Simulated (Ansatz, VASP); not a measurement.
## Sr2TeO: VASP beside Ansatz

Contents of INCAR:

```
PREC = Accurate ; ENCUT = 520
EDIFF = 1E-7 ; ISMEAR = 0
SIGMA = 0.1 ; LREAL = F
LASPH = T ; NELM = 100
ALGO = Normal ; ISIF = 2
LWAVE = F ; LCHARG = T
GGA = PE ; LELF = T
LVHAR = T ; NBANDS = 24
```

Contents of KPOINTS:

```
Automatic mesh
0
Gamma
  6 6 4
```

The input POSCAR:

```
Sr2TeO
1.0
    3.8496809900      0.0000000000      0.0000000000
   -1.9248404900      3.3339215300      0.0000000000
    0.0000000000      0.0000000000      5.9670055300
Sr Te O
2 1 1
Direct
    0.0000000000      0.0000000000      0.7500000000
    0.0000000000      0.0000000000      0.2500000000
    0.3333333300      0.6666666700      0.0000000000
    0.6666666700      0.3333333300      0.5000000000
```

Input for Ansatz:

```yaml
crystal:
  lattice:
    - [3.84968099, 0.0, 0.0]
    - [-1.92484049, 3.33392153, 0.0]
    - [0.0, 0.0, 5.96700553]
  atoms:
    - { symbol: Sr, position: [0.0, 0.0, 0.75] }
    - { symbol: Sr, position: [0.0, 0.0, 0.25] }
    - { symbol: Te, position: [0.33333333, 0.66666667, 0.0] }
    - { symbol: O, position: [0.66666667, 0.33333333, 0.5] }
basis:
  ecutwfc: 420
kpoints:
  mp_grid: { grid: [6, 6, 4] }
hamiltonian:
  xc: pbe
scf:
  occupations: { method: gaussian, width: 0.1 }
  lower_state_search: "off"
output:
  forces: true
  stress: true
  eigenvalues: true
```

Alike in both runs: task single point; functional PBE; k mesh 6 × 6 × 4; occupations gaussian, width 0.1 eV; no spin polarisation.

|  | VASP | Ansatz |
| --- | --- | --- |
| version | VASP 6.6.1 | Ansatz 0.2.0 |
| potentials or method | VASP PAW PBE potentials, release 64 (Sr_sv, Te, O), cutoff 520 eV | scalar-relativistic, plane waves, PAW |
| valence electrons in the cell | 32 | 42 |

VASP gave:

| Item | Value |
| --- | --- |
| gap on the k mesh at the Fermi level (eV) | 1.45 |
| least direct gap on the mesh (eV) | 1.64 |
| rms of the force components (eV/Å) | 3.077 |

Problem. Estimate Ansatz's values.

Solution. gap on the k mesh at the Fermi level (eV): 1.51; least direct gap on the mesh (eV): 1.71; rms of the force components (eV/Å): 3.039.

Atom by atom the forces differ by 0.038 eV/Å (rms over components). VASP's potentials hold 32 valence electrons a cell and Ansatz's 42, so a difference there can come from the potentials and not from the codes.

Neither program's run includes spin-orbit coupling.
